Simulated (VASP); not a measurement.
A run of VASP 6.6.1 is set up as follows.

Contents of INCAR:

```
SYSTEM = RuAu
ALGO = Normal
EDIFF = 1E-6
ENCUT = 520
GGA = PS
GGA_COMPAT = .False.
ISIF = 2
ISMEAR = -1
LASPH = .True.
LCHARG = .False.
LMAXMIX = 4
LORBIT = 11
LORBMOM = .True.
LREAL = .False.
LSORBIT = .True.
LWAVE = .False.
MAGMOM = 0 0 0 0 0 0
NBANDS = 37
NELM = 150
PREC = Accurate
SIGMA = 0.05
```

Contents of KPOINTS:

```
k-points
0
Gamma
  8 8 8
  0 0 0
```

The input POSCAR:

```
RuAu
1.0
    3.1648100000      0.0000000000      0.0000000000
    0.0000000000      3.1648100000      0.0000000000
    0.0000000000      0.0000000000      3.1648100000
Ru Au
1 1
Direct
    0.0000000000      0.0000000000      0.0000000000
    0.5000000000      0.5000000000      0.5000000000
```

Potentials or basis: VASP PAW PBE potentials, release 64 (Ru_pv, Au).

Command:

```sh
$ cat potpaw_PBE.64/Ru_pv/POTCAR potpaw_PBE.64/Au/POTCAR > POTCAR
$ mpirun -np 1 vasp_ncl > vasp.out
```

**Question.** Estimate the pressure.

**Answer.** -9.7 GPa.

**Question.** Predict the net moment.

**Answer.** 0.00 μB per cell.

Moments on the atoms (μB; x, y, z):
```
Ru  0.00 0.00 0.00
Au  0.00 0.00 0.00
```

Caveat: the PAW data sets were made with another functional, which shifts forces and pressure a little.
